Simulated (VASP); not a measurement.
# ZnS (P6_3mc) in VASP: further runs

ZnS is run at these levels: PBE; tasks: single point, relaxation of the atoms.

Everything below comes from runs of VASP 6.6.1. Logs are shortened: lines on timing, memory, paths and dates and some standing lists are left out, and cuts for length are marked.

**1. The cell of the first run**

Symmetry: P6_3mc, No. 186, hexagonal system. The conventional cell has a = 3.811 Å, b = 3.811 Å, c = 6.234 Å, α = 90.00°, β = 90.00°, γ = 120.00°. Zn (site symmetry 3m) has 4 S at 2.33 to 2.34 Å within 3.1 Å. S (site symmetry 3m) has 4 Zn at 2.33 to 2.34 Å within 3.1 Å.

**2. Single point, PBE**

Contents of INCAR:

```
SYSTEM = ZnS
  ALGO = Normal
  EDIFF = 1E-6
  ENCUT = 520
  GGA = PE
  ISIF = 2
  ISMEAR = -1
  LASPH = .True.
  LCHARG = .False.
  LREAL = .False.
  LWAVE = .False.
  NBANDS = 26
  NELM = 100
  PREC = Accurate
  SIGMA = 0.02
```

Contents of KPOINTS:

```
k-points
0
Gamma
  8 8 5
  0 0 0
```

Contents of POSCAR:

```
ZnS
1.0
    3.8110000000      0.0000000000      0.0000000000
   -1.9055000000      3.3004228138      0.0000000000
    0.0000000000      0.0000000000      6.2340000000
Zn S
2 2
Direct
    0.3333333333      0.6666666667      0.0050496045
    0.6666666667      0.3333333333      0.5050496045
    0.3333333333      0.6666666667      0.3799503955
    0.6666666667      0.3333333333      0.8799503955
```

Potentials or basis: VASP PAW PBE potentials, release 64 (Zn, S).

Launch:

```
cat potpaw_PBE.64/Zn/POTCAR potpaw_PBE.64/S/POTCAR > POTCAR
mpirun -np 1 vasp_std > vasp.out
```

OUTCAR:

```text
SYSTEM = ZnS
   EDIFF = 1E-6
   ENCUT = 520
   GGA = PE
   ISIF = 2
   ISMEAR = -1
   LASPH = .True.
   LREAL = .False.
   NELM = 100
   PREC = Accurate

 ion  position               nearest neighbor table
   1  0.333  0.667  0.005-   4 2.33   4 2.33   4 2.33   3 2.34
   2  0.667  0.333  0.505-   3 2.33   3 2.33   3 2.33   4 2.34
   3  0.333  0.667  0.380-   2 2.33   2 2.33   2 2.33   1 2.34
   4  0.667  0.333  0.880-   1 2.33   1 2.33   1 2.33   2 2.34

  LATTYP: Found a hexagonal cell.
 ALAT       =     3.8110000000
 C/A-ratio  =     1.6357911309

  Lattice vectors:

 A1 = (   3.8110000000,   0.0000000000,   0.0000000000)
 A2 = (  -1.9055000000,   3.3004228138,   0.0000000000)
 A3 = (   0.0000000000,   0.0000000000,   6.2340000000)

Analysis of symmetry for initial positions (statically):
=====================================================================
 Subroutine PRICEL returns:
 Original cell was already a primitive cell.

 Routine SETGRP: Setting up the symmetry group for a
 hexagonal supercell.

 Subroutine GETGRP returns: Found 12 space group operations
 (whereof  6 operations were pure point group operations)
 out of a pool of 24 trial point group operations.

The static configuration has the point symmetry C_3v.
 The point group associated with its full space group is C_6v.

Analysis of symmetry for dynamics (positions and initial velocities):
=====================================================================
 Subroutine PRICEL returns:
 Original cell was already a primitive cell.

 Routine SETGRP: Setting up the symmetry group for a
 hexagonal supercell.

 Subroutine GETGRP returns: Found 12 space group operations
 (whereof  6 operations were pure point group operations)
 out of a pool of 24 trial point group operations.

The dynamic configuration has the point symmetry C_3v.
 The point group associated with its full space group is C_6v.

 Subroutine INISYM returns: Found 12 space group operations
 (whereof  6 operations are pure point group operations),
 and found     1 'primitive' translations

----------------------------------------------------------------------------------------

                                     Primitive cell

  volume of cell :      78.4107

  direct lattice vectors                    reciprocal lattice vectors
     3.811000000  0.000000000  0.000000000     0.262398321  0.151495741  0.000000000
    -1.905500000  3.300422814  0.000000000     0.000000000  0.302991482  0.000000000
     0.000000000  0.000000000  6.234000000     0.000000000  0.000000000  0.160410651

  length of vectors
     3.811000000  3.811000000  6.234000000     0.302991482  0.302991482  0.160410651

  position of ions in fractional coordinates (direct lattice)
     0.333333333  0.666666667  0.005049605
     0.666666667  0.333333333  0.505049605
     0.333333333  0.666666667  0.379950396
     0.666666667  0.333333333  0.879950396

  ion indices of the primitive-cell ions
   primitive index   ion index
                 1           1
                 2           2
                 3           3
                 4           4

----------------------------------------------------------------------------------------

 KPOINTS: k-points

Automatic generation of k-mesh.
 Grid dimensions read from file:
 generate k-points for:    8    8    5

 Generating k-lattice:

  Cartesian coordinates                     Fractional coordinates (reciprocal lattice)
     0.032799790  0.018936968  0.000000000     0.125000000  0.000000000  0.000000000
     0.000000000  0.037873935  0.000000000     0.000000000  0.125000000  0.000000000
     0.000000000  0.000000000  0.032082130     0.000000000  0.000000000  0.200000000

  Length of vectors
     0.037873935  0.037873935  0.032082130

  Shift w.r.t. Gamma in fractional coordinates (k-lattice)
     0.000000000  0.000000000  0.000000000

 Subroutine IBZKPT returns following result:
 ===========================================

 Found     30 irreducible k-points:

 Following reciprocal coordinates:
            Coordinates               Weight
  0.000000  0.000000  0.000000      1.000000
  0.125000  0.000000  0.000000      6.000000
  0.250000  0.000000  0.000000      6.000000
  0.375000  0.000000  0.000000      6.000000
  0.500000  0.000000  0.000000      3.000000
  0.125000  0.125000  0.000000      6.000000
[... 16 lines left out ...]
  0.250000  0.000000  0.400000     12.000000
  0.375000  0.000000  0.400000     12.000000
 [... further k-points ...]
   k-points           NKPTS =     30   k-points in BZ     NKDIM =     30   number of bands    NBANDS=     26
   number of dos      NEDOS =    301   number of ions     NIONS =      4
   total plane-waves  NPLWV =  37632
   dimension x,y,z NGX =    28 NGY =   28 NGZ =   48
   dimension x,y,z NGXF=    56 NGYF=   56 NGZF=   96
   ions per type =               2   2
   NGX,Y,Z   is equivalent  to a cutoff of  12.21, 12.21, 12.80 a.u.
   NGXF,Y,Z  is equivalent  to a cutoff of  24.43, 24.43, 25.60 a.u.
 SYSTEM =  ZnS
   PREC   = accura    normal or accurate (medium, high low for compatibility)
   ISTART =      0    job   : 0-new  1-cont  2-samecut
   ICHARG =      2    charge: 1-file 2-atom 10-const
   ISPIN  =      1    spin polarized calculation?
   LNONCOLLINEAR =      F non collinear calculations
   LSORBIT =      F    spin-orbit coupling
   LASPH  =      T    aspherical Exc in radial PAW
   ENCUT  =  520.0 eV  38.22 Ry    6.18 a.u.   7.09  7.09 11.59*2*pi/ulx,y,z
   NELM   =    100;   NELMIN=  2; NELMDL= -5     # of ELM steps
   EDIFF  = 0.1E-05   stopping-criterion for ELM
   LREAL  =      F    real-space projection
   EDIFFG = 0.1E-04   stopping-criterion for IOM
   NSW    =      0    number of steps for IOM
   IBRION =     -1    ionic relax: 0-MD 1-quasi-New 2-CG
   NFREE  =      0    steps in history (QN), initial steepest desc. (CG)
   ISIF   =      2    stress and relaxation
   ISYM   =      2    0-nonsym 1-usesym 2-fastsym
   POTIM  = 0.5000    time-step for ionic-motion
   TEBEG  =    0.0;   TEEND  =   0.0 temperature during run
   PSTRESS=    0.0 pullay stress
   NELECT =      36.0000    total number of electrons
   NUPDOWN=      -1.0000    fix difference up-down
   EMIN   =  10.00;   EMAX   =-10.00  energy-range for DOS
   EFERMI =   0.00;   METHOD = LEGACY
   ISMEAR =    -1;   SIGMA  =   0.02  broadening in eV -4-tet -1-fermi 0-gaus
   EFERMI_NEDOS =   21; number of points for ismear=-14 and -15
   IALGO  =     38    algorithm
   IMIX   =      4    mixing-type and parameters
     AMIX     =   0.40;   BMIX     =  1.00
     AMIX_MAG =   1.60;   BMIX_MAG =  1.00
  volume/ion in A,a.u.               =      19.60       132.29
  Fermi-wavevector in a.u.,A,eV,Ry     =   1.262943  2.386617 21.701647  1.595026
  Thomas-Fermi vector in A             =   2.396326
   LORBIT       =      0    0 simple, 1 ext, 2 COOP (PROOUT), +10 PAW based schemes
   GGA     = PE    functional components
   LHFCALC =     F    Hartree Fock is set to
   AEXX    =    0.0000 exact exchange contribution
   IVDW    =     0    specifies the selected vdW correction
   LEPSILON=     F    determine dielectric tensor
   LRPA    =     F    only Hartree local field effects (RPA)
 non-spin polarized calculation
  energy-cutoff  :      520.00
  volume of cell :       78.41
 maximum number of plane-waves:      2128
   NGX = 15   NGY = 15   NGZ = 23

 number of electron      35.9999996 magnetization

 Free energy of the ion-electron system (eV)
  ---------------------------------------------------
  ext. energy  EPLUGINS =         0.00000000
  ---------------------------------------------------
  free energy    TOTEN  =       -13.67538477 eV

  energy without entropy =      -13.67538477  energy(sigma->0) =      -13.67538477

 E-fermi :   2.6067     XC(G=0):  -9.6535

 val. band max:        2.1801654514   @ k =   0.0000   0.0000   0.0000
 cond. band min:       4.4012225694   @ k =   0.0000   0.0000   0.0000
 fundamental gap:      2.2210571180
 Fermi energy:         2.6067232090

 k-point     1 :       0.0000    0.0000    0.0000
  band No.  band energies     occupation
      1     -11.0259      2.00000
      2     -10.0786      2.00000
      3      -4.1836      2.00000
      4      -4.1718      2.00000
      5      -4.1718      2.00000
      6      -4.0891      2.00000
[... 18 lines left out ...]
     25       9.8712      0.00000
     26      11.4778      0.00000

 k-point     2 :       0.1250    0.0000    0.0000
  band No.  band energies     occupation
      1     -10.9207      2.00000
      2     -10.0205      2.00000
      3      -4.1831      2.00000
      4      -4.1587      2.00000
      5      -4.1510      2.00000
      6      -4.0774      2.00000
[... 18 lines left out ...]
     25      10.3429      0.00000
     26      10.8139      0.00000

 k-point     3 :       0.2500    0.0000    0.0000
  band No.  band energies     occupation
      1     -10.6383      2.00000
      2      -9.8856      2.00000
      3      -4.1870      2.00000
      4      -4.1195      2.00000
      5      -4.1072      2.00000
      6      -4.0182      2.00000
[... 18 lines left out ...]
     25      10.6974      0.00000
     26      11.0704      0.00000

 k-point     4 :       0.3750    0.0000    0.0000
  band No.  band energies     occupation
      1     -10.2891      2.00000
      2      -9.7795      2.00000
      3      -4.1700      2.00000
      4      -4.0756      2.00000
      5      -4.0577      2.00000
      6      -3.9024      2.00000
[... 18 lines left out ...]
     25      11.0205      0.00000
     26      12.5277      0.00000
[... 496 lines left out ...]
      1     -10.6409      2.00000
      2     -10.3652      2.00000
      3      -4.1953      2.00000
      4      -4.1487      2.00000
      5      -4.1257      2.00000
      6      -4.1194      2.00000
[... 18 lines left out ...]
     25       9.5911      0.00000
     26       9.9711      0.00000

 k-point    23 :       0.2500    0.0000    0.4000
  band No.  band energies     occupation
      1     -10.3962      2.00000
      2     -10.1643      2.00000
      3      -4.2023      2.00000
      4      -4.1595      2.00000
      5      -4.0686      2.00000
      6      -4.0439      2.00000
[... 18 lines left out ...]
     25      10.1807      0.00000
     26      10.6067      0.00000

 k-point    24 :       0.3750    0.0000    0.4000
  band No.  band energies     occupation
      1     -10.1137      2.00000
      2      -9.9555      2.00000
      3      -4.1927      2.00000
      4      -4.1510      2.00000
      5      -4.0183      2.00000
      6      -3.9642      2.00000
[... 18 lines left out ...]
     25      11.2575      0.00000
     26      11.4753      0.00000

 [... further k-points ...]
[... 5 lines left out ...]
  --------------------------------------------------------------------------------------
  -------------------------------------------------------------------------------------
  Total        1.0895234      1.0895234      1.2355005      0.0000000      0.0000000     -0.0000000
  in kB       22.2623906     22.2623906     25.2451624      0.0000000      0.0000000     -0.0000000
  external PRESSURE =      23.2566479 kB  Pullay stress =       0.0000000 kB

 VOLUME and BASIS-vectors are now :
 -----------------------------------------------------------------------------
  energy-cutoff  :      520.00
  volume of cell :       78.41
      direct lattice vectors                 reciprocal lattice vectors
     3.811000000  0.000000000  0.000000000     0.262398321  0.151495741  0.000000000
    -1.905500000  3.300422814  0.000000000     0.000000000  0.302991482  0.000000000
     0.000000000  0.000000000  6.234000000     0.000000000  0.000000000  0.160410651

 POSITION                                       TOTAL-FORCE (eV/Angst)
 -----------------------------------------------------------------------------------
     -0.00000      2.20028      0.03148         0.000000     -0.000000      0.003517
      1.90550      1.10014      3.14848        -0.000000      0.000000      0.003517
     -0.00000      2.20028      2.36861        -0.000000      0.000000     -0.003517
      1.90550      1.10014      5.48561        -0.000000      0.000000     -0.003517
 -----------------------------------------------------------------------------------
    total drift:                               -0.000000     -0.000001     -0.000251

  FREE ENERGIE OF THE ION-ELECTRON SYSTEM (eV)
  ---------------------------------------------------
  free  energy   TOTEN  =       -13.6753847738 eV

  energy  without entropy=      -13.6753847738  energy(sigma->0) =      -13.67538477
```

Run time: 69 s. Hardware: 1 thread of AMD EPYC 7R13, shared host; peak memory 0.18 GiB.

Results:

- Free energy: -13.6754 eV
- Pressure: 2.3 GPa
- Largest force: 0.004 eV/Å
- Band gap on the k mesh: 2.22 eV

Forces on the atoms (eV/Å):
```
Zn   0.000  0.000  0.004
Zn   0.000  0.000  0.004
S    0.000  0.000 -0.004
S    0.000  0.000 -0.004
```

**3. Relaxation of the atoms, PBE**

Contents of INCAR:

```
SYSTEM = ZnS
PREC = Accurate ; ENCUT = 520
EDIFF = 1E-6 ; ISMEAR = -1
SIGMA = 0.02 ; LREAL = .False.
LASPH = .True. ; NELM = 100
ALGO = Normal ; ISIF = 2
LWAVE = .False. ; LCHARG = .False.
GGA = PE ; IBRION = 2
NSW = 80 ; EDIFFG = -0.02
```

Contents of KPOINTS:

```
Automatic mesh
0
Gamma
  8 8 5
  0 0 0
```

Contents of POSCAR:

```
ZnS
1.0
    3.8110000000      0.0000000000      0.0000000000
   -1.9055000000      3.3004228138      0.0000000000
    0.0000000000      0.0000000000      6.2340000000
Zn S
2 2
Direct
    0.3333333333      0.6666666667      0.0000000000
    0.6666666667      0.3333333333      0.5000000000
    0.3333333333      0.6666666667      0.3850000000
    0.6666666667      0.3333333333      0.8850000000
```

Potentials or basis: VASP PAW PBE potentials, release 64 (Zn, S).

Launch:

```
cat potpaw_PBE.64/Zn/POTCAR potpaw_PBE.64/S/POTCAR > POTCAR
mpirun -np 1 vasp_std > vasp.out
```

Wall time 1.9 min (1 thread of AMD EPYC 7R13, shared host); peak memory 0.18 GiB.

Results (log left out):

```
Free energy                  : -13.6754 eV
Energy gained by relaxing    : 5.4 meV/atom
Ionic steps                  : 3
Pressure after relaxing      : 2.3 GPa
Largest force after relaxing : 0.005 eV/Å
Band gap on the k mesh       : 2.22 eV
```

Forces in eV/Å, atoms in the order of the input:
```
Zn   0.000  0.000 -0.005
Zn   0.000  0.000 -0.005
S    0.000  0.000  0.005
S    0.000  0.000  0.005
```

Stress tensor (GPa, compression positive):
```
2.21 0.00 0.00
0.00 2.21 0.00
0.00 0.00 2.56
```

The path:
```
step  energy change (eV)  largest force (eV/Å)  pressure (GPa)
   1              0.0000                0.3226            2.50
   2             -0.0157                0.1773            2.38
   3             -0.0216                0.0047            2.33
```

Final structure:
```
Zn S
1.0
     3.81100    0.00000    0.00000
    -1.90550    3.30042    0.00000
     0.00000    0.00000    6.23400
Zn S
2 2
Cartesian
  0.0000 2.2003 0.0322
  1.9055 1.1001 3.1492
  0.0000 2.2003 2.3679
  1.9055 1.1001 5.4849
```

Levels at points of the mesh, in eV from the valence-band top:
```
           k point  band 14  band 15  band 16  band 17  band 18  band 19  band 20  band 21  band 22
(0.00, 0.00, 0.00)    -0.90    -0.90    -0.07     0.00     0.00     2.22     3.09     6.30     6.30
(0.50, 0.00, 0.00)    -4.12    -3.28    -2.25    -1.69    -0.89     3.65     4.27     5.13     6.91
```
